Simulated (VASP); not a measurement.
# TaO (P4/mmm) in VASP: further runs

The runs below take TaO through single point, with PBE.

Program: VASP 6.6.1. These are calculated values, not measurements. Logs are shortened: lines on timing, memory, paths and dates and some standing lists are left out, and cuts for length are marked.

## (1) The cell of the first run

Symmetry: P4/mmm, No. 123, tetragonal system. The conventional cell has a = 2.984 Å, b = 2.984 Å, c = 2.888 Å, α = 90.00°, β = 90.00°, γ = 90.00°. Ta (site symmetry 4/mmm) has 4 O at 2.11 Å within 2.8 Å. Within 2.8 Å of O (site symmetry 4/mmm) lie 4 Ta at 2.11 Å.

## (2) Single point, PBE

Input file INCAR:

```
SYSTEM = TaO
  PREC = Accurate
  ENCUT = 520
  EDIFF = 1E-6
  ISMEAR = 0
  SIGMA = 0.1
  LREAL = .False.
  LASPH = .True.
  NELM = 80
  ALGO = Normal
  ISIF = 2
  LWAVE = .False.
  LCHARG = .False.
  GGA = PE
  NBANDS = 16
```

Input file KPOINTS:

```
regular mesh
0
Gamma
  6 6 6
  0 0 0
```

Input file POSCAR:

```
TaO
1.0
    2.1100246825     -2.1100343265      0.0000000000
    2.1100246825      2.1100343265      0.0000000000
    0.0000000000      0.0000000000      2.8884652803
Ta O
1 1
Direct
    0.5000000000      0.5000000000      0.2499969243
    0.0000000000      0.0000000000      0.2500030757
```

Potentials or basis: VASP PAW PBE potentials, release 64 (Ta_pv, O).

The run is started by

```console
> cat potpaw_PBE.64/Ta_pv/POTCAR potpaw_PBE.64/O/POTCAR > POTCAR
> mpirun -np 1 vasp_std > vasp.out
```

OUTCAR:

```text
SYSTEM = TaO
   PREC = Accurate
   ENCUT = 520
   EDIFF = 1E-6
   ISMEAR = 0
   LREAL = .False.
   LASPH = .True.
   NELM = 80
   ISIF = 2
   GGA = PE

 ion  position               nearest neighbor table
   1  0.500  0.500  0.250-   2 2.11   2 2.11   2 2.11   2 2.11
   2  0.000  0.000  0.250-   1 2.11   1 2.11   1 2.11   1 2.11

  LATTYP: Found a simple tetragonal cell.
 ALAT       =     2.9840323423
 C/A-ratio  =     0.9679738518

  Lattice vectors:

 A1 = (   2.1100246825,  -2.1100343265,   0.0000000000)
 A2 = (   2.1100246825,   2.1100343265,   0.0000000000)
 A3 = (   0.0000000000,   0.0000000000,   2.8884652803)

Analysis of symmetry for initial positions (statically):
=====================================================================
 Subroutine PRICEL returns:
 Original cell was already a primitive cell.

 Routine SETGRP: Setting up the symmetry group for a
 simple tetragonal supercell.

 Subroutine GETGRP returns: Found  8 space group operations
 (whereof  8 operations were pure point group operations)
 out of a pool of 16 trial point group operations.

The static configuration has the point symmetry C_4v.

Analysis of symmetry for dynamics (positions and initial velocities):
=====================================================================
 Subroutine PRICEL returns:
 Original cell was already a primitive cell.

 Routine SETGRP: Setting up the symmetry group for a
 simple tetragonal supercell.

 Subroutine GETGRP returns: Found  8 space group operations
 (whereof  8 operations were pure point group operations)
 out of a pool of 16 trial point group operations.

The dynamic configuration has the point symmetry C_4v.

 Subroutine INISYM returns: Found  8 space group operations
 (whereof  8 operations are pure point group operations),
 and found     1 'primitive' translations

----------------------------------------------------------------------------------------

                                     Primitive cell

  volume of cell :      25.7202

  direct lattice vectors                    reciprocal lattice vectors
     2.110024683 -2.110034327  0.000000000     0.236964053 -0.236962970  0.000000000
     2.110024683  2.110034327  0.000000000     0.236964053  0.236962970  0.000000000
     0.000000000  0.000000000  2.888465280     0.000000000  0.000000000  0.346204611

  length of vectors
     2.984032342  2.984032342  2.888465280     0.335117011  0.335117011  0.346204611

  position of ions in fractional coordinates (direct lattice)
     0.500000000  0.500000000  0.249996924
     0.000000000  0.000000000  0.250003076

[... 72 lines left out ...]
   LSORBIT =      F    spin-orbit coupling
   LASPH  =      T    aspherical Exc in radial PAW
   ENCUT  =  520.0 eV  38.22 Ry    6.18 a.u.   5.55  5.55  5.37*2*pi/ulx,y,z
   NELM   =     80;   NELMIN=  2; NELMDL= -5     # of ELM steps
   EDIFF  = 0.1E-05   stopping-criterion for ELM
   LREAL  =      F    real-space projection
   EDIFFG = 0.1E-04   stopping-criterion for IOM
   NSW    =      0    number of steps for IOM
   IBRION =     -1    ionic relax: 0-MD 1-quasi-New 2-CG
   NFREE  =      0    steps in history (QN), initial steepest desc. (CG)
   ISIF   =      2    stress and relaxation
   ISYM   =      2    0-nonsym 1-usesym 2-fastsym
   POTIM  = 0.5000    time-step for ionic-motion
   TEBEG  =    0.0;   TEEND  =   0.0 temperature during run
   PSTRESS=    0.0 pullay stress
   NELECT =      17.0000    total number of electrons
   NUPDOWN=      -1.0000    fix difference up-down
   EMIN   =  10.00;   EMAX   =-10.00  energy-range for DOS
   EFERMI =   0.00;   METHOD = LEGACY
   ISMEAR =     0;   SIGMA  =   0.10  broadening in eV -4-tet -1-fermi 0-gaus
   EFERMI_NEDOS =   21; number of points for ismear=-14 and -15
   IALGO  =     38    algorithm
   IMIX   =      4    mixing-type and parameters
     AMIX     =   0.40;   BMIX     =  1.00
     AMIX_MAG =   1.60;   BMIX_MAG =  1.00
  volume/ion in A,a.u.               =      12.86        86.78
  Fermi-wavevector in a.u.,A,eV,Ry     =   1.426044  2.694833 27.668846  2.033603
  Thomas-Fermi vector in A             =   2.546364
   LORBIT       =      0    0 simple, 1 ext, 2 COOP (PROOUT), +10 PAW based schemes
   GGA     = PE    functional components
   LHFCALC =     F    Hartree Fock is set to
   AEXX    =    0.0000 exact exchange contribution
   IVDW    =     0    specifies the selected vdW correction
   LEPSILON=     F    determine dielectric tensor
   LRPA    =     F    only Hartree local field effects (RPA)
 non-spin polarized calculation
 Gauss-broadening in eV      SIGMA  =   0.10
  energy-cutoff  :      520.00
  volume of cell :       25.72
 maximum number of plane-waves:       723
 NGX is ok and might be reduce to    24
   NGX = 11   NGY = 11   NGZ = 11

 number of electron      16.9999993 magnetization

 Free energy of the ion-electron system (eV)
  ---------------------------------------------------
  ext. energy  EPLUGINS =         0.00000000
  ---------------------------------------------------
  free energy    TOTEN  =       -19.45783092 eV

  energy without entropy =      -19.45154994  energy(sigma->0) =      -19.45469043

 E-fermi :   6.9113     XC(G=0): -12.1969

 val. band max:        6.8869524261   @ k =   0.3333  -0.0000   0.5000
 cond. band min:       6.9292291683   @ k =   0.0000   0.0000   0.5000
 fundamental gap:      0.0422767422
 Fermi energy:         6.9113246624

 k-point     1 :       0.0000    0.0000    0.0000
  band No.  band energies     occupation
      1     -28.7906      2.00000
      2     -28.7905      2.00000
      3     -28.3234      2.00000
      4     -15.2590      2.00000
      5       0.9118      2.00000
      6       0.9118      2.00000
[... 433 lines left out ...]
      3     -28.6500      2.00000
      4     -13.4668      2.00000
      5      -2.9753      2.00000
      6      -1.5635      2.00000
[... 8 lines left out ...]
     15      19.2079      0.00000
     16      19.6277      0.00000

 [... further k-points ...]
[... 5 lines left out ...]
  --------------------------------------------------------------------------------------
  -------------------------------------------------------------------------------------
  Total        0.1114064      0.1114074     -0.0045656      0.0000000      0.0000000      0.0000000
  in kB        6.9397911      6.9398545     -0.2844056      0.0000000      0.0000000      0.0000000
  external PRESSURE =       4.5317467 kB  Pullay stress =       0.0000000 kB

 VOLUME and BASIS-vectors are now :
 -----------------------------------------------------------------------------
  energy-cutoff  :      520.00
  volume of cell :       25.72
      direct lattice vectors                 reciprocal lattice vectors
     2.110024683 -2.110034327  0.000000000     0.236964053 -0.236962970  0.000000000
     2.110024683  2.110034327  0.000000000     0.236964053  0.236962970  0.000000000
     0.000000000  0.000000000  2.888465280     0.000000000  0.000000000  0.346204611

 POSITION                                       TOTAL-FORCE (eV/Angst)
 -----------------------------------------------------------------------------------
      2.11002      0.00000      0.72211        -0.000000     -0.000000      0.000096
      0.00000      0.00000      0.72213         0.000000      0.000000     -0.000096
 -----------------------------------------------------------------------------------
    total drift:                               -0.000000     -0.000000      0.000000

  FREE ENERGIE OF THE ION-ELECTRON SYSTEM (eV)
  ---------------------------------------------------
  free  energy   TOTEN  =       -19.4578309228 eV

  energy  without entropy=      -19.4515499449  energy(sigma->0) =      -19.45469043
```

OSZICAR:

```text
N       E                     dE             d eps       ncg     rms          rms(c)
DAV:   1     0.106545613271E+03    0.10655E+03   -0.90580E+03  1280   0.105E+03
DAV:   2    -0.186774958059E+02   -0.12522E+03   -0.11982E+03  1584   0.304E+02
DAV:   3    -0.216436610416E+02   -0.29662E+01   -0.29599E+01  1464   0.454E+01
DAV:   4    -0.216561165049E+02   -0.12455E-01   -0.12453E-01  1680   0.322E+00
DAV:   5    -0.216562124281E+02   -0.95923E-04   -0.95921E-04  1472   0.268E-01    0.200E+01
DAV:   6    -0.196438784103E+02    0.20123E+01   -0.59263E+00  1472   0.246E+01    0.895E+00
DAV:   7    -0.194817601213E+02    0.16212E+00   -0.57206E-01  1544   0.661E+00    0.650E+00
DAV:   8    -0.194605633786E+02    0.21197E-01   -0.13383E-01  1456   0.336E+00    0.585E-01
DAV:   9    -0.194578900150E+02    0.26734E-02   -0.65229E-03  1416   0.757E-01    0.337E-01
DAV:  10    -0.194578378819E+02    0.52133E-04   -0.81367E-04  1528   0.246E-01    0.394E-02
DAV:  11    -0.194578299279E+02    0.79540E-05   -0.20219E-05  1384   0.432E-02    0.141E-02
DAV:  12    -0.194578309655E+02   -0.10376E-05   -0.26818E-06  1392   0.129E-02    0.155E-03
DAV:  13    -0.194578309228E+02    0.42750E-07   -0.81700E-08   664   0.262E-03
   1 F= -.19457831E+02 E0= -.19454690E+02  d E =-.628098E-02
```

Run time: 9.4 s. Hardware: 1 thread of AMD EPYC 7R13 (Zen 3), shared host; peak memory 0.12 GiB.

Results:

| Property | Result |
| --- | --- |
| Free energy | -19.4578 eV |
| Pressure | 0.5 GPa |

Stress tensor (GPa, compression positive):
```
 0.69  0.00  0.00
 0.00  0.69  0.00
 0.00  0.00 -0.03
```

Caveat: the k points lie up to 0.36 Å⁻¹ apart; spin-orbit coupling is left out, which moves the levels of the heavy elements; an odd number of electrons without spin polarisation forces a metal; a magnetic or distorted state may lie lower.

## (3) Single point, PBE, collinear spin, ferromagnetic start

Input file INCAR:

```
SYSTEM = TaO
PREC = Accurate ; ENCUT = 520
EDIFF = 1E-6 ; ISMEAR = 0
SIGMA = 0.1 ; LREAL = .False.
LASPH = .True. ; NELM = 150
ALGO = Normal ; ISIF = 2
LWAVE = .False. ; LCHARG = .False.
ISPIN = 2 ; MAGMOM = 1 0
LORBIT = 11 ; LMAXMIX = 4
GGA = PE ; NBANDS = 20
```

Input file KPOINTS:

```
Automatic mesh
0
Gamma
  6 6 6
  0 0 0
```

Input file POSCAR:

```
TaO
1.0
    2.9840323423      0.0000000000      0.0000000000
    0.0000000000      2.9840323423      0.0000000000
    0.0000000000      0.0000000000      2.8884652803
Ta O
1 1
Direct
    0.5000000000      0.5000000000      0.0000000000
    0.0000000000      0.0000000000      0.0000000000
```

Potentials or basis: VASP PAW PBE potentials, release 64 (Ta_pv, O).

The run is started by

```console
> cat potpaw_PBE.64/Ta_pv/POTCAR potpaw_PBE.64/O/POTCAR > POTCAR
> mpirun -np 1 vasp_std > vasp.out
```

Run time: 24 s. Hardware: 1 thread of AMD EPYC 7R13 (Zen 3), shared host; peak memory 0.14 GiB.

Results (log left out):

| Property | Result |
| --- | --- |
| Free energy | -19.4578 eV |
| Pressure | 0.5 GPa |
| Net moment | 0.00 μB per cell |
| Valence electrons inside the program's atomic spheres | Ta 8.88; O 5.06 |

Stress tensor (GPa, compression positive):
```
 0.69  0.00  0.00
 0.00  0.69  0.00
 0.00  0.00 -0.03
```

Levels at points of the mesh, in eV from the Fermi level:
Spin up:
```
           k point  band 5  band 6  band 7  band 8  band 9  band 10  band 11  band 12  band 13  band 14
(0.00, 0.00, 0.00)   -6.00   -6.00   -5.22   -4.88   -4.24     1.57     1.79     3.08     3.08    12.59
(0.50, 0.00, 0.00)  -10.37   -8.68   -5.56   -3.82    1.92     2.95     2.97     3.44     7.35     8.89
(0.50, 0.50, 0.00)   -7.00   -7.00   -4.56   -2.91    0.96     0.96     3.70     4.48     6.12     6.12
(0.00, 0.00, 0.50)   -7.64   -5.77   -5.77   -3.43    0.02     0.02     2.11     2.55     3.23     7.67
(0.50, 0.00, 0.50)   -9.73   -8.49   -8.41    0.22    0.68     2.09     2.25     6.31     7.58     9.89
(0.50, 0.50, 0.50)   -6.50   -6.50   -6.45   -3.56   -3.56     4.16     4.72     5.03     7.41    12.13
```
Spin down:
| k point | band 7 | band 8 | band 9 | band 10 | band 11 | band 12 |
| --- | --- | --- | --- | --- | --- | --- |
| (0.00, 0.00, 0.00) | -5.22 | -4.88 | -4.24 | 1.57 | 1.79 | 3.08 |
| (0.50, 0.00, 0.00) | -5.56 | -3.82 | 1.92 | 2.95 | 2.97 | 3.44 |
| (0.50, 0.50, 0.00) | -4.56 | -2.91 | 0.96 | 0.96 | 3.70 | 4.48 |
| (0.00, 0.00, 0.50) | -5.77 | -3.43 | 0.02 | 0.02 | 2.11 | 2.55 |
| (0.50, 0.00, 0.50) | -8.41 | 0.22 | 0.68 | 2.09 | 2.25 | 6.31 |
| (0.50, 0.50, 0.50) | -6.45 | -3.56 | -3.56 | 4.16 | 4.72 | 5.03 |

Caveat: the k points lie up to 0.36 Å⁻¹ apart; spin-orbit coupling is left out, which moves the levels of the heavy elements.
